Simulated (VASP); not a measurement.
# N in VASP: notebook

Runs on N. Level: PBE+D3(BJ). Tasks: single point.

All numbers are computed with VASP 6.6.1; they aren't measurements. Logs are shortened: lines on timing, memory, paths and dates and some standing lists are left out, and cuts for length are marked.

### 1 The cell of the first run

The cell holds a disordered packing, 24 atoms: a = 8.862 Å, b = 8.862 Å, c = 8.862 Å, α = 90.00°, β = 90.00°, γ = 90.00°.

### 2 Single point, PBE+D3(BJ)

INCAR

```
SYSTEM = N
PREC = Accurate
ENCUT = 910
EDIFF = 1E-6
ISMEAR = -1
SIGMA = 0.05
LREAL = Auto
LASPH = .True.
NELM = 120
ALGO = Normal
ISIF = 2
LWAVE = .False.
LCHARG = .True.
GGA = PE
IVDW = 12
LELF = .True.
LVHAR = .True.
NBANDS = 78
GGA_COMPAT = .False.
```

KPOINTS

```
regular mesh
0
Gamma
  1 1 1
  0 0 0
```

POSCAR

```
N
1.0
    8.8620950000      0.0000000000      0.0000000000
    0.0000000000      8.8620950000      0.0000000000
    0.0000000000      0.0000000000      8.8620950000
N
24
Direct
    0.2365580599      0.4322002867      0.3961140114
    0.2378444375      0.4082217579      0.2731521158
   -0.2004492166      0.9244879456      0.2245067335
   -0.1594092593      0.9286291785      0.3424246750
    0.8117267982      0.5694364594      0.4020832546
    0.7508946812      0.6249989421      0.4931001078
    0.1912414615      0.7743315774      0.5571707367
    0.1882060619      0.8989635069      0.5401431603
    0.7586919346      0.7892264752      0.8239135329
    0.7927470875      0.8816763982      0.7485137544
    0.3797296238      0.8028801316      0.2518027622
    0.4594060434      0.7546635417      0.3356768349
    0.8767904203      0.2593066312      0.7470694006
    0.9603485406      0.3336795645      0.8010859735
    0.9215653861      0.6086935426      1.0723875111
    0.8034330483      0.5879309576      1.0383436422
    0.5670442486      0.2859481872      0.3034271242
    0.6275039931      0.2896719117      0.1934869802
    0.4377068853      0.0874398209      0.5895671396
    0.5088638747      0.0450119300      0.4938110007
    0.3913183057      0.4110314773      0.7560740434
    0.4493407033      0.4257571150      0.6454568587
    0.2345269375      0.7324340351      0.9349143741
    0.2940501089      0.8410426654      0.9161490596
```

Potentials or basis: VASP PAW PBE potentials, release 64 (N_h).

Run with:

```sh
> cat potpaw_PBE.64/N_h/POTCAR > POTCAR
> mpirun -np 1 vasp_gam > vasp.out
```

OUTCAR:

```text
SYSTEM = N
   PREC = Accurate
   ENCUT = 910
   EDIFF = 1E-6
   ISMEAR = -1
   LREAL = Auto
   LASPH = .True.
   NELM = 120
   ISIF = 2
   GGA = PE
   IVDW = 12
 IVDW          = 12

 ion  position               nearest neighbor table
   1  0.237  0.432  0.396-   2 1.11
   2  0.238  0.408  0.273-   1 1.11
   3  0.800  0.924  0.225-   4 1.11
   4  0.841  0.929  0.342-   3 1.11
   5  0.812  0.569  0.402-   6 1.09
   6  0.751  0.625  0.493-   5 1.09
[... 16 lines left out ...]
  23  0.235  0.732  0.935-  24 1.11
  24  0.294  0.841  0.916-  23 1.11

  LATTYP: Found a simple cubic cell.
 ALAT       =     8.8620950000

  Lattice vectors:

 A1 = (   8.8620950000,   0.0000000000,   0.0000000000)
 A2 = (   0.0000000000,   8.8620950000,   0.0000000000)
 A3 = (   0.0000000000,   0.0000000000,   8.8620950000)

Analysis of symmetry for initial positions (statically):
=====================================================================
 Subroutine PRICEL returns:
 Original cell was already a primitive cell.

 Routine SETGRP: Setting up the symmetry group for a
 simple cubic supercell.

 Subroutine GETGRP returns: Found  1 space group operations
 (whereof  1 operations were pure point group operations)
 out of a pool of 48 trial point group operations.

The static configuration has the point symmetry C_1 .

Analysis of symmetry for dynamics (positions and initial velocities):
=====================================================================
 Subroutine PRICEL returns:
 Original cell was already a primitive cell.

 Routine SETGRP: Setting up the symmetry group for a
 simple cubic supercell.

 Subroutine GETGRP returns: Found  1 space group operations
 (whereof  1 operations were pure point group operations)
 out of a pool of 48 trial point group operations.

The dynamic configuration has the point symmetry C_1 .

 Subroutine INISYM returns: Found  1 space group operations
 (whereof  1 operations are pure point group operations),
 and found     1 'primitive' translations

----------------------------------------------------------------------------------------
[... 112 lines left out ...]
   NELM   =    120;   NELMIN=  2; NELMDL= -5     # of ELM steps
   EDIFF  = 0.1E-05   stopping-criterion for ELM
   LREAL  =      T    real-space projection
   EDIFFG = 0.1E-04   stopping-criterion for IOM
   NSW    =      0    number of steps for IOM
   IBRION =     -1    ionic relax: 0-MD 1-quasi-New 2-CG
   NFREE  =      0    steps in history (QN), initial steepest desc. (CG)
   ISIF   =      2    stress and relaxation
   ISYM   =      2    0-nonsym 1-usesym 2-fastsym
   POTIM  = 0.5000    time-step for ionic-motion
   TEBEG  =    0.0;   TEEND  =   0.0 temperature during run
   PSTRESS=    0.0 pullay stress
   NELECT =     120.0000    total number of electrons
   NUPDOWN=      -1.0000    fix difference up-down
   EMIN   =  10.00;   EMAX   =-10.00  energy-range for DOS
   EFERMI =   0.00;   METHOD = LEGACY
   ISMEAR =    -1;   SIGMA  =   0.05  broadening in eV -4-tet -1-fermi 0-gaus
   EFERMI_NEDOS =   21; number of points for ismear=-14 and -15
   IALGO  =     38    algorithm
   IMIX   =      4    mixing-type and parameters
     AMIX     =   0.40;   BMIX     =  1.00
     AMIX_MAG =   1.60;   BMIX_MAG =  1.00
  volume/ion in A,a.u.               =      29.00       195.70
  Fermi-wavevector in a.u.,A,eV,Ry     =   0.911169  1.721859 11.295946  0.830229
  Thomas-Fermi vector in A             =   2.035417
   LORBIT       =      0    0 simple, 1 ext, 2 COOP (PROOUT), +10 PAW based schemes
   GGA     = PE    functional components
   LHFCALC =     F    Hartree Fock is set to
   AEXX    =    0.0000 exact exchange contribution
   IVDW    =    12    specifies the selected vdW correction
   LEPSILON=     F    determine dielectric tensor
   LRPA    =     F    only Hartree local field effects (RPA)
 non-spin polarized calculation
  energy-cutoff  :      910.00
  volume of cell :      696.00
 maximum number of plane-waves:     21754
 NGX is ok and might be reduce to    90
   NGX = 43   NGY = 43   NGZ = 43

 number of electron     120.0000000 magnetization

 Free energy of the ion-electron system (eV)
  ---------------------------------------------------
  ext. energy  EPLUGINS =         0.00000000
  ---------------------------------------------------
  free energy    TOTEN  =      -201.30464674 eV

  energy without entropy =     -201.30464674  energy(sigma->0) =     -201.30464674

 E-fermi :  -5.4861     XC(G=0):  -5.4852

 val. band max:       -6.7601349543   @ k =   0.0000   0.0000   0.0000
 cond. band min:       0.2862716537   @ k =   0.0000   0.0000   0.0000
 fundamental gap:      7.0464066080
 Fermi energy:        -5.4860527773

 k-point     1 :       0.0000    0.0000    0.0000
  band No.  band energies     occupation
      1     -25.5436      2.00000
      2     -25.3073      2.00000
      3     -25.2927      2.00000
      4     -25.2523      2.00000
      5     -25.2224      2.00000
      6     -25.1793      2.00000
[... 64 lines left out ...]
     71       0.8554      0.00000
     72       0.9210      0.00000
 [bands above 72 left out]

------------------------ aborting loop because EDIFF is reached ----------------------------------------

 Edisp (eV)   -1.02834

 E8    (eV) :    -0.2476

  FORCE on cell =-STRESS in cart. coord.  units (eV):
  Direction    XX          YY          ZZ          XY          YZ          ZX
  --------------------------------------------------------------------------------------
  -------------------------------------------------------------------------------------
  Total      -2.01273    -1.26389    -3.53967     0.22518     0.12490     1.07305
  in kB      -4.63326    -2.90944    -8.14826     0.51836     0.28752     2.47013
  external pressure =       -5.23 kB  Pullay stress =        0.00 kB

 VOLUME and BASIS-vectors are now :
 -----------------------------------------------------------------------------
  energy-cutoff  :      910.00
  volume of cell :      696.00
      direct lattice vectors                 reciprocal lattice vectors
     8.862095000  0.000000000  0.000000000     0.112840135  0.000000000  0.000000000
     0.000000000  8.862095000  0.000000000     0.000000000  0.112840135  0.000000000
     0.000000000  0.000000000  8.862095000     0.000000000  0.000000000  0.112840135

 POSITION                                       TOTAL-FORCE (eV/Angst)
 -----------------------------------------------------------------------------------
      2.09640      3.83020      3.51040        -0.153787     -0.207079     -1.131893
      2.10780      3.61770      2.42070        -0.039857      0.215534      1.032571
      7.08569      8.19290      1.98960         0.212823      0.078466      0.603333
      7.44940      8.22960      3.03460        -0.167597      0.053062     -0.640674
      7.19360      5.04640      3.56330         1.080049     -1.052101     -1.471217
      6.65450      5.53880      4.36990        -1.047534      0.878173      1.616474
[... 16 lines left out ...]
      2.07840      6.49090      8.28530         0.508871      0.909866     -0.224269
      2.60590      7.45340      8.11900        -0.503398     -0.906608      0.109680
 -----------------------------------------------------------------------------------
    total drift:                               -0.023837     -0.002760     -0.031139

  FREE ENERGIE OF THE ION-ELECTRON SYSTEM (eV)
  ---------------------------------------------------
  free  energy   TOTEN  =      -202.3329846254 eV

  energy  without entropy=     -202.3329846254  energy(sigma->0) =     -202.33298463
```

OSZICAR:

```text
N       E                     dE             d eps       ncg     rms          rms(c)
DAV:   1     0.159390808954E+04    0.15939E+04   -0.77748E+04   156   0.210E+03
DAV:   2     0.134245822286E+03   -0.14597E+04   -0.14125E+04   218   0.363E+02
DAV:   3    -0.196939367956E+03   -0.33119E+03   -0.32981E+03   184   0.185E+02
DAV:   4    -0.211331384747E+03   -0.14392E+02   -0.14209E+02   200   0.436E+01
DAV:   5    -0.211853504820E+03   -0.52212E+00   -0.52052E+00   232   0.670E+00    0.223E+01
DAV:   6    -0.203348240218E+03    0.85053E+01   -0.13210E+01   184   0.120E+01    0.116E+01
DAV:   7    -0.201353693878E+03    0.19945E+01   -0.82090E+00   208   0.924E+00    0.280E+00
DAV:   8    -0.201309845071E+03    0.43849E-01   -0.65405E-01   200   0.308E+00    0.500E-01
DAV:   9    -0.201305321712E+03    0.45234E-02   -0.32484E-02   200   0.731E-01    0.166E-01
DAV:  10    -0.201305221673E+03    0.10004E-03   -0.27648E-03   232   0.222E-01    0.905E-02
DAV:  11    -0.201304799483E+03    0.42219E-03   -0.61603E-04   200   0.155E-01    0.311E-02
DAV:  12    -0.201304733354E+03    0.66129E-04   -0.28957E-04   232   0.812E-02    0.258E-02
DAV:  13    -0.201304665248E+03    0.68106E-04   -0.89525E-05   208   0.509E-02    0.804E-03
DAV:  14    -0.201304650356E+03    0.14892E-04   -0.27905E-05   240   0.319E-02    0.564E-03
DAV:  15    -0.201304648212E+03    0.21446E-05   -0.12575E-05   192   0.157E-02    0.352E-03
DAV:  16    -0.201304646963E+03    0.12491E-05   -0.17771E-06   152   0.774E-03    0.163E-03
DAV:  17    -0.201304646735E+03    0.22735E-06   -0.78064E-07   144   0.407E-03
   1 F= -.20233298E+03 E0= -.20233298E+03  d E =-.247379E-10
```

Wall time 2.6 min (1 thread of Intel Xeon 6975P-C (Granite Rapids), shared host); peak memory 1.1 GiB.

Results:

```
Free energy                : -202.3330 eV
Pressure                   : -0.5 GPa
Largest force              : 2.726 eV/Å
Dispersion energy per atom : -0.043 eV
```

Forces on the atoms (eV/Å):
```
N   -0.154 -0.207 -1.132
N   -0.040  0.216  1.033
N    0.213  0.078  0.603
N   -0.168  0.053 -0.641
N    1.080 -1.052 -1.471
N   -1.048  0.878  1.616
N   -0.141  1.706 -0.165
N   -0.223 -1.791  0.248
N   -0.279 -0.023 -0.044
N    0.169  0.372 -0.259
N    0.815 -0.479  0.811
N   -0.718  0.369 -0.937
N   -0.196 -0.139 -0.130
N    0.196  0.146  0.094
N   -0.313 -0.099 -0.067
N    0.409 -0.226  0.347
N    0.741  0.193 -1.339
N   -0.624 -0.079  1.156
N    1.603 -0.902 -1.934
N   -1.415  0.867  2.163
N    0.763  0.237 -1.424
N   -0.676 -0.121  1.585
N    0.509  0.910 -0.224
N   -0.503 -0.907  0.110
```

Caveat: the k points lie up to 0.71 Å⁻¹ apart; the cutoff is under 1.25 times the usual one of these potentials, so pressure, stress and relaxed cells hold a basis-set (Pulay) error; the atoms stand as in a frame of molecular dynamics.

### 3 Single point, PBE+D3(BJ)

INCAR: that of step 2 with these lines changed.

```diff
@@ -12,7 +12,5 @@
 LWAVE = .False.
-LCHARG = .True.
+LCHARG = .False.
 GGA = PE
 IVDW = 12
-LELF = .True.
-LVHAR = .True.
 NBANDS = 78
```

KPOINTS

```
Automatic mesh
0
Gamma
  1 1 1
  0 0 0
```

POSCAR

```
N
1.0
    8.8620950000      0.0000000000      0.0000000000
    0.0000000000      8.8620950000      0.0000000000
    0.0000000000      0.0000000000      8.8620950000
N
24
Direct
    0.2221370906      0.3364779998      0.3192247431
    0.2118573543      0.4442290452      0.2547253217
   -0.1909142251      1.0057102751      0.1970527285
   -0.1959807472      0.8785507264      0.2118235022
    0.7927470875      0.5407750650      0.4838923528
    0.7470242646      0.5278323015      0.3689759588
    0.0783787581      0.8256625550      0.5335194443
    0.1766625160      0.9029806158      0.5253498185
    0.7718942304      0.9341921972      0.9152576225
    0.8484675463      0.9107778691      0.8186890346
    0.4781713579      0.7631716880      0.2352152623
    0.3726771153      0.7947556419      0.2939824048
    0.7123484910      0.2369191484      0.7186224025
    0.8334485243      0.2580428217      0.6813625898
    0.8581040939      0.4777425654      0.9997861679
    0.8301084563      0.5977931855      1.0080347818
    0.5760827434      0.2583926261      0.0904526526
    0.5242101332      0.3071621327      0.1913204496
    0.5168529563     -0.0917277461      0.5510096653
    0.6181495459     -0.0198034438      0.5128696995
    0.4826511113      0.5240747250      0.8627305394
    0.3923225829      0.5889578029      0.8075178612
    0.1415466659      0.8693881074      1.0585758785
    0.1436229244      0.9803212446      0.9937717887
```

Potentials or basis: VASP PAW PBE potentials, release 64 (N_h).

Run with:

```sh
> cat potpaw_PBE.64/N_h/POTCAR > POTCAR
> mpirun -np 1 vasp_gam > vasp.out
```

Wall time 3.9 min (1 thread of Intel Xeon Platinum 8259CL at 2.50GHz (Skylake/Cascade Lake), shared host); peak memory 1.1 GiB.

It converged, with:

```
Free energy                : -201.9160 eV
Pressure                   : -1.6 GPa
Largest force              : 5.979 eV/Å
Dispersion energy per atom : -0.043 eV
```

Forces on the atoms (eV/Å):
```
N   -0.291  1.662 -0.947
N    0.060 -1.628  1.005
N   -0.082 -4.170  0.909
N    0.271  4.262 -0.064
N    0.008  0.083  0.069
N   -0.002 -0.007 -0.046
N    0.863  0.663 -0.089
N   -1.069 -0.589  0.202
N    0.541 -0.256 -1.761
N   -0.764  0.205  0.967
N   -0.505  0.046  0.135
N    0.516 -0.274 -0.489
N    4.253  0.828 -1.320
N   -4.236 -0.740  1.336
N    0.293 -1.058 -0.056
N   -0.221  0.956  0.023
N    0.483 -0.525 -1.006
N   -0.333  0.420  0.961
N    4.760  3.294 -1.497
N   -4.612 -3.239  1.751
N    0.215 -0.128  0.115
N   -0.245  0.181 -0.146
N    0.082  3.911 -2.352
N    0.015 -3.896  2.301
```

Stress tensor (GPa, compression positive):
```
-2.05 -1.11  0.89
-1.11 -2.60  1.29
 0.89  1.29 -0.06
```

Levels at points of the mesh, in eV from the Fermi level:
```csv
k point,band 58,band 59,band 60,band 61,band 62,band 63
"(0.00, 0.00, 0.00)",-1.51,-1.44,-1.27,5.56,5.64,5.71
```

Caveat: the k points lie up to 0.71 Å⁻¹ apart; the cutoff is under 1.25 times the usual one of these potentials, so pressure, stress and relaxed cells hold a basis-set (Pulay) error.
